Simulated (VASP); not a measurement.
# SrLuS2 (R-3m) in VASP: a series of runs

Runs on SrLuS2. Level: PBE. Tasks: single point.

Everything below comes from runs of VASP 6.6.1. Logs are shortened: lines on timing, memory, paths and dates and some standing lists are left out, and cuts for length are marked.

### 1 The cell of the first run

The structure is trigonal, space group R-3m (No. 166). Conventional cell: a = 3.839 Å, b = 3.839 Å, c = 21.262 Å, α = 90.00°, β = 90.00°, γ = 120.00°. Lu (site symmetry -3m) has 6 S at 2.64 Å within 3.5 Å. Within 4.0 Å of Sr (site symmetry -3m) lie 6 S at 3.07 Å and 6 Sr at 3.84 Å. S (site symmetry 3m) has 3 Lu at 2.64 Å and 3 Sr at 3.07 Å and 9 S at 3.61 to 3.84 Å within 3.9 Å.

### 2 Single point, PBE

INCAR reads:

```
SYSTEM = SrLuS2
PREC     = Accurate       ! precision mode
ENCUT    = 520            ! plane-wave cutoff, eV
EDIFF    = 1E-6           ! SCF threshold, eV
ISMEAR   = -1             ! smearing method
SIGMA    = 0.1            ! smearing width, eV
LREAL    = .FALSE.        ! projectors in reciprocal space
LASPH    = .TRUE.         ! aspherical terms in the spheres
NELM     = 60             ! most SCF steps
ALGO     = Normal         ! electronic algorithm
ISIF     = 2              ! what is computed and relaxed
LWAVE    = .FALSE.        ! write WAVECAR
LCHARG   = .TRUE.         ! write CHGCAR
GGA      = PE             ! functional
LELF     = .TRUE.         ! ELF
LVHAR    = .TRUE.       
NBANDS   = 32             ! bands
```

KPOINTS reads:

```
regular mesh
0
G
  6 6 6
  0 0 0
```

POSCAR reads:

```
SrLuS2
1.0
    3.8390080000      0.0000000000      0.0000000000
   -1.9195040000      3.3246840000      0.0000000000
   -1.9195040000      1.1082280000      7.0872720000
Lu Sr S
1 1 2
Direct
    0.5000000000      0.5000000000      0.5000000000
    0.0000000000      0.0000000000      0.0000000000
    0.2336900000      0.7663100000      0.7010700000
    0.7663100000      0.2336900000      0.2989300000
```

Potentials or basis: VASP PAW PBE potentials, release 64 (Lu, Sr_sv, S).

Command:

```console
cat potpaw_PBE.64/Lu/POTCAR potpaw_PBE.64/Sr_sv/POTCAR potpaw_PBE.64/S/POTCAR > POTCAR
mpirun -np 1 vasp_std > vasp.out
```

OUTCAR:

```text
SYSTEM = SrLuS2
   PREC = Accurate
   ENCUT = 520
   EDIFF = 1E-6
   ISMEAR = -1
   LREAL = .FALSE.
   LASPH = .TRUE.
   NELM = 60
   ISIF = 2
   GGA = PE

 ion  position               nearest neighbor table
   1  0.500  0.500  0.500-   3 2.64   4 2.64   3 2.64   4 2.64   3 2.64   4 2.64   2 4.18   2 4.18
                             2 4.18   2 4.18   2 4.18   2 4.18
   2  0.000  0.000  0.000-   4 3.07   3 3.07   4 3.07   3 3.07   4 3.07   3 3.07   1 4.18   1 4.18
                             1 4.18   1 4.18   1 4.18   1 4.18
   3  0.234  0.766  0.701-   1 2.64   1 2.64   1 2.64   2 3.07   2 3.07   2 3.07
   4  0.766  0.234  0.299-   1 2.64   1 2.64   1 2.64   2 3.07   2 3.07   2 3.07

  LATTYP: Found a trigonal (rhomboedric) cell.
 ALAT       =     7.4257727949
 COS(alpha) =     0.8663632640

  Lattice vectors:

 A1 = (  -0.0000000000,  -2.2164560000,   7.0872720000)
 A2 = (   1.9195040000,   1.1082280000,   7.0872720000)
 A3 = (  -1.9195040000,   1.1082280000,   7.0872720000)

Analysis of symmetry for initial positions (statically):
=====================================================================
 Subroutine PRICEL returns:
 Original cell was already a primitive cell.

 Routine SETGRP: Setting up the symmetry group for a
 trigonal (rhombohedral) supercell.

 Subroutine GETGRP returns: Found 12 space group operations
 (whereof 12 operations were pure point group operations)
 out of a pool of 12 trial point group operations.

The static configuration has the point symmetry D_3d.

Analysis of symmetry for dynamics (positions and initial velocities):
=====================================================================
 Subroutine PRICEL returns:
 Original cell was already a primitive cell.

 Routine SETGRP: Setting up the symmetry group for a
 trigonal (rhombohedral) supercell.

 Subroutine GETGRP returns: Found 12 space group operations
 (whereof 12 operations were pure point group operations)
 out of a pool of 12 trial point group operations.

The dynamic configuration has the point symmetry D_3d.

 Subroutine INISYM returns: Found 12 space group operations
 (whereof 12 operations are pure point group operations),
 and found     1 'primitive' translations

----------------------------------------------------------------------------------------

                                     Primitive cell

  volume of cell :      90.4583

  direct lattice vectors                    reciprocal lattice vectors
     3.839008000  0.000000000  0.000000000     0.260483958  0.150390233  0.047032671
    -1.919504000  3.324684000  0.000000000     0.000000000  0.300780465 -0.047032671
    -1.919504000  1.108228000  7.087272000     0.000000000  0.000000000  0.141098013

  length of vectors
     3.839008000  3.839012804  7.425771967     0.304435850  0.304435478  0.141098013

  position of ions in fractional coordinates (direct lattice)
     0.500000000  0.500000000  0.500000000
     0.000000000  0.000000000  0.000000000
     0.233690000  0.766310000  0.701070000
     0.766310000  0.233690000  0.298930000

  ion indices of the primitive-cell ions
   primitive index   ion index
                 1           1
                 2           2
                 3           3
                 4           4

----------------------------------------------------------------------------------------

 KPOINTS: regular mesh

Automatic generation of k-mesh.
 Grid dimensions read from file:
 generate k-points for:    6    6    6

 Generating k-lattice:

  Cartesian coordinates                     Fractional coordinates (reciprocal lattice)
     0.043413993  0.025065039  0.007838779     0.166666667  0.000000000 -0.000000000
     0.000000000  0.050130078 -0.007838779     0.000000000  0.166666667 -0.000000000
     0.000000000  0.000000000  0.023516336     0.000000000  0.000000000  0.166666667

  Length of vectors
     0.050739308  0.050739246  0.023516336

  Shift w.r.t. Gamma in fractional coordinates (k-lattice)
     0.000000000  0.000000000  0.000000000

 Subroutine IBZKPT returns following result:
 ===========================================

 Found     32 irreducible k-points:

 Following reciprocal coordinates:
            Coordinates               Weight
  0.000000  0.000000  0.000000      1.000000
  0.166667  0.000000  0.000000      6.000000
  0.333333 -0.000000 -0.000000      6.000000
  0.500000  0.000000  0.000000      3.000000
  0.166667  0.166667 -0.000000      6.000000
  0.333333  0.166667 -0.000000     12.000000
[... 16 lines left out ...]
  0.500000  0.500000  0.166667      6.000000
  0.166667 -0.333333  0.166667     12.000000
 [... further k-points ...]
   k-points           NKPTS =     32   k-points in BZ     NKDIM =     32   number of bands    NBANDS=     32
   number of dos      NEDOS =    301   number of ions     NIONS =      4
   total plane-waves  NPLWV =  50400
   dimension x,y,z NGX =    30 NGY =   30 NGZ =   56
   dimension x,y,z NGXF=    60 NGYF=   60 NGZF=  112
   ions per type =               1   1   2
   NGX,Y,Z   is equivalent  to a cutoff of  12.99, 12.99, 12.54 a.u.
   NGXF,Y,Z  is equivalent  to a cutoff of  25.98, 25.98, 25.07 a.u.
 SYSTEM =  SrLuS2
   PREC   = accura    normal or accurate (medium, high low for compatibility)
   ISTART =      0    job   : 0-new  1-cont  2-samecut
   ICHARG =      2    charge: 1-file 2-atom 10-const
   ISPIN  =      1    spin polarized calculation?
   LNONCOLLINEAR =      F non collinear calculations
   LSORBIT =      F    spin-orbit coupling
   LASPH  =      T    aspherical Exc in radial PAW
   ENCUT  =  520.0 eV  38.22 Ry    6.18 a.u.   7.14  7.14 13.81*2*pi/ulx,y,z
   NELM   =     60;   NELMIN=  2; NELMDL= -5     # of ELM steps
   EDIFF  = 0.1E-05   stopping-criterion for ELM
   LREAL  =      F    real-space projection
   EDIFFG = 0.1E-04   stopping-criterion for IOM
   NSW    =      0    number of steps for IOM
   IBRION =     -1    ionic relax: 0-MD 1-quasi-New 2-CG
   NFREE  =      0    steps in history (QN), initial steepest desc. (CG)
   ISIF   =      2    stress and relaxation
   ISYM   =      2    0-nonsym 1-usesym 2-fastsym
   POTIM  = 0.5000    time-step for ionic-motion
   TEBEG  =    0.0;   TEEND  =   0.0 temperature during run
   PSTRESS=    0.0 pullay stress
   NELECT =      47.0000    total number of electrons
   NUPDOWN=      -1.0000    fix difference up-down
   EMIN   =  10.00;   EMAX   =-10.00  energy-range for DOS
   EFERMI =   0.00;   METHOD = LEGACY
   ISMEAR =    -1;   SIGMA  =   0.10  broadening in eV -4-tet -1-fermi 0-gaus
   EFERMI_NEDOS =   21; number of points for ismear=-14 and -15
   IALGO  =     38    algorithm
   IMIX   =      4    mixing-type and parameters
     AMIX     =   0.40;   BMIX     =  1.00
     AMIX_MAG =   1.60;   BMIX_MAG =  1.00
  volume/ion in A,a.u.               =      22.61       152.61
  Fermi-wavevector in a.u.,A,eV,Ry     =   1.316107  2.487082 23.567173  1.732138
  Thomas-Fermi vector in A             =   2.446243
   LORBIT       =      0    0 simple, 1 ext, 2 COOP (PROOUT), +10 PAW based schemes
   GGA     = PE    functional components
   LHFCALC =     F    Hartree Fock is set to
   AEXX    =    0.0000 exact exchange contribution
   IVDW    =     0    specifies the selected vdW correction
   LEPSILON=     F    determine dielectric tensor
   LRPA    =     F    only Hartree local field effects (RPA)
 non-spin polarized calculation
  energy-cutoff  :      520.00
  volume of cell :       90.46
 maximum number of plane-waves:      2456
 NGX is ok and might be reduce to    30
   NGX = 15   NGY = 15   NGZ = 27

 number of electron      47.0000012 magnetization

 Free energy of the ion-electron system (eV)
  ---------------------------------------------------
  ext. energy  EPLUGINS =         0.00000000
  ---------------------------------------------------
  free energy    TOTEN  =       -21.94086644 eV

  energy without entropy =      -21.88476856  energy(sigma->0) =      -21.91281750

 E-fermi :   5.6622     XC(G=0): -10.1803

 val. band max:        5.6466370970   @ k =   0.5000   0.0000   0.0000
 cond. band min:       5.6918970474   @ k =   0.1667   0.0000   0.0000
 fundamental gap:      0.0452599504
 Fermi energy:         5.6622272171

 k-point     1 :       0.0000    0.0000    0.0000
  band No.  band energies     occupation
      1     -51.3223      2.00000
      2     -30.6952      2.00000
      3     -22.1014      2.00000
      4     -22.0042      2.00000
      5     -22.0042      2.00000
      6     -12.8858      2.00000
[... 24 lines left out ...]
     31       9.1434      0.00000
     32       9.3940      0.00000

 k-point     2 :       0.1667    0.0000    0.0000
  band No.  band energies     occupation
      1     -51.3210      2.00000
      2     -30.6848      2.00000
      3     -22.0902      2.00000
      4     -22.0542      2.00000
      5     -22.0147      2.00000
      6     -12.8447      2.00000
[... 24 lines left out ...]
     31       9.3053      0.00000
     32       9.6774      0.00000

 k-point     3 :       0.3333   -0.0000   -0.0000
  band No.  band energies     occupation
      1     -51.3184      2.00000
      2     -30.6638      2.00000
      3     -22.1529      2.00000
      4     -22.0667      2.00000
      5     -22.0357      2.00000
      6     -12.9644      2.00000
[... 24 lines left out ...]
     31       9.7159      0.00000
     32      10.0612      0.00000

 k-point     4 :       0.5000    0.0000    0.0000
  band No.  band energies     occupation
      1     -51.3172      2.00000
      2     -30.6533      2.00000
      3     -22.2008      2.00000
      4     -22.0553      2.00000
      5     -22.0462      2.00000
      6     -13.0857      2.00000
[... 654 lines left out ...]
     31       9.9788      0.00000
     32      10.5279      0.00000

 k-point    23 :       0.5000    0.5000    0.1667
  band No.  band energies     occupation
      1     -51.3172      2.00000
      2     -30.6533      2.00000
      3     -22.2009      2.00000
      4     -22.0554      2.00000
      5     -22.0462      2.00000
      6     -13.0826      2.00000
[... 24 lines left out ...]
     31      10.0602      0.00000
     32      11.1848      0.00000

 k-point    24 :       0.1667   -0.3333    0.1667
  band No.  band energies     occupation
      1     -51.3191      2.00000
      2     -30.6691      2.00000
      3     -22.1186      2.00000
      4     -22.0736      2.00000
      5     -22.0396      2.00000
      6     -12.8726      2.00000
[... 24 lines left out ...]
     31       9.5407      0.00000
     32      10.0309      0.00000

 [... further k-points ...]

------------------------ aborting loop because EDIFF is reached ----------------------------------------

  FORCE on cell =-STRESS in cart. coord.  units (eV):
  Direction    XX          YY          ZZ          XY          YZ          ZX
  --------------------------------------------------------------------------------------
  -------------------------------------------------------------------------------------
  Total        3.0094566      3.0094667      0.1408183      0.0000000      0.0000000     -0.0000000
  in kB       53.3028193     53.3029972      2.4941415      0.0000000      0.0000000     -0.0000000
  external PRESSURE =      36.3666527 kB  Pullay stress =       0.0000000 kB

 VOLUME and BASIS-vectors are now :
 -----------------------------------------------------------------------------
  energy-cutoff  :      520.00
  volume of cell :       90.46
      direct lattice vectors                 reciprocal lattice vectors
     3.839008000  0.000000000  0.000000000     0.260483958  0.150390233  0.047032671
    -1.919504000  3.324684000  0.000000000     0.000000000  0.300780465 -0.047032671
    -1.919504000  1.108228000  7.087272000     0.000000000  0.000000000  0.141098013

 POSITION                                       TOTAL-FORCE (eV/Angst)
 -----------------------------------------------------------------------------------
      0.00000      2.21646      3.54364        -0.000000     -0.000000      0.000000
      0.00000      0.00000      0.00000        -0.000000      0.000000      0.000000
     -1.91950      3.32468      4.96867         0.000000     -0.000000      1.308706
      1.91950      1.10823      2.11860        -0.000000      0.000000     -1.308706
 -----------------------------------------------------------------------------------
    total drift:                               -0.000000      0.000000      0.000000

  FREE ENERGIE OF THE ION-ELECTRON SYSTEM (eV)
  ---------------------------------------------------
  free  energy   TOTEN  =       -21.9408664424 eV

  energy  without entropy=      -21.8847685588  energy(sigma->0) =      -21.91281750
```

It took 60 s on 1 thread of Intel Xeon 6975P-C (Granite Rapids), shared host; peak memory 0.28 GiB.

What came out:

```yaml
Free_energy: -21.9409 eV
Pressure: 3.6 GPa
Largest_force: 1.309 eV/Å
Band_gap_on_the_k_mesh: zero (an odd number of electrons rules out a gap without spin polarisation)
```

Forces on the atoms (eV/Å):
```
Lu   0.000  0.000  0.000
Sr   0.000  0.000  0.000
S    0.000  0.000  1.309
S    0.000  0.000 -1.309
```

Stress tensor (GPa, compression positive):
```
5.33 0.00 0.00
0.00 5.33 0.00
0.00 0.00 0.25
```

Caveat: the cell stands under pressure; spin-orbit coupling is left out, which moves the levels of the heavy elements; forces of over 1 eV/Å act on the atoms, so gaps and moduli don't describe the material at rest.

### 3 Single point, PBE

INCAR reads:

```
  PREC = Accurate
  ENCUT = 520
  EDIFF = 1E-6
  ISMEAR = -1
  SIGMA = 0.1
  LREAL = False
  LASPH = True
  NELM = 100
  ALGO = Normal
  ISIF = 2
  LWAVE = False
  LCHARG = False
  GGA = PE
  NBANDS = 32
```

KPOINTS reads:

```
Automatic mesh
0
Gamma
  6 6 6
```

POSCAR is that of step 2.

Potentials or basis: VASP PAW PBE potentials, release 64 (Lu, Sr_sv, S).

Command:

```console
cat potpaw_PBE.64/Lu/POTCAR potpaw_PBE.64/Sr_sv/POTCAR potpaw_PBE.64/S/POTCAR > POTCAR
mpirun -np 1 vasp_std > vasp.out
```

Run time: 57 s. Hardware: 1 thread of Intel Xeon 6975P-C (Granite Rapids), shared host; peak memory 0.27 GiB.

It converged, with:

```
Free energy            : -21.9409 eV
Pressure               : 3.6 GPa
Largest force          : 1.309 eV/Å
Band gap on the k mesh : zero (an odd number of electrons rules out a gap without spin polarisation)
```

Forces in eV/Å, atoms in the order of the input:
```
Lu   0.000  0.000  0.000
Sr   0.000  0.000  0.000
S    0.000  0.000  1.309
S    0.000  0.000 -1.309
```

Stress tensor (GPa, compression positive):
```
5.33 0.00 0.00
0.00 5.33 0.00
0.00 0.00 0.25
```

Levels at points of the mesh, in eV from the Fermi level:
```
           k point  band 20  band 21  band 22  band 23  band 24  band 25  band 26  band 27
(0.00, 0.00, 0.00)    -4.68    -3.21    -2.77    -2.77    -0.43     0.98     0.98     1.16
(0.50, 0.00, 0.00)    -4.61    -4.48    -4.42    -3.86    -0.02     0.21     2.93     3.16
(0.50, 0.50, 0.00)    -4.94    -4.60    -3.81    -3.63    -1.31     1.81     2.30     2.87
(0.00, 0.00, 0.50)    -4.57    -4.47    -3.04    -3.04     0.45     1.19     1.31     1.31
```

Caveat: the cell stands under pressure; spin-orbit coupling is left out, which moves the levels of the heavy elements; forces of over 1 eV/Å act on the atoms, so gaps and moduli don't describe the material at rest.
